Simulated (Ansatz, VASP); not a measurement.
Two plane-wave programs on TiO2

```
Ti O
1.0
     9.52540    0.00027    0.00147
     0.00015    2.97580   -0.00031
     0.00081   -0.00053    4.97090
Ti O
4 8
Direct
  0.13787 0.25000 0.91969
  0.86212 0.74998 0.08031
  0.36215 0.75005 0.41958
  0.63785 0.24998 0.58042
  0.26681 0.24999 0.63455
  0.73319 0.75000 0.36545
  0.23321 0.74998 0.13459
  0.76679 0.25004 0.86541
  0.96929 0.25005 0.20309
  0.03071 0.74993 0.79691
  0.53064 0.75007 0.70314
  0.46937 0.24992 0.29686
```

Change from the starting cell: all atoms moved at random, sigma 0.25 Å a component, cell strained at random, sigma 0.06; relaxed back.

Alike in both runs: functional PBE; k mesh 4 × 8 × 4; occupations gaussian, width 0.05 eV; no spin polarisation.

Ansatz relaxed the structure, and its values are those at the end. VASP's run is a single point on that final structure, the one shown.

|  | VASP | Ansatz |
| --- | --- | --- |
| version | VASP 6.6.1 | Ansatz 0.2.0 |
| potentials or method | VASP PAW PBE potentials, release 64 (Ti_sv, O), cutoff 520 eV | scalar-relativistic, plane waves, PAW |
| valence electrons in the cell | 96 | 96 |

|  | VASP | Ansatz | Ansatz less VASP |
| --- | --- | --- | --- |
| gap on the k mesh at the Fermi level (eV) | 2.54 | 2.57 | +0.024 |
| least direct gap on the mesh (eV) | 2.69 | 2.72 | +0.025 |
| pressure (GPa) | 0.7 | 0.0 | -0.68 |
| rms of the force components (eV/Å) | 0.030 | 0.001 | -0.0287 |
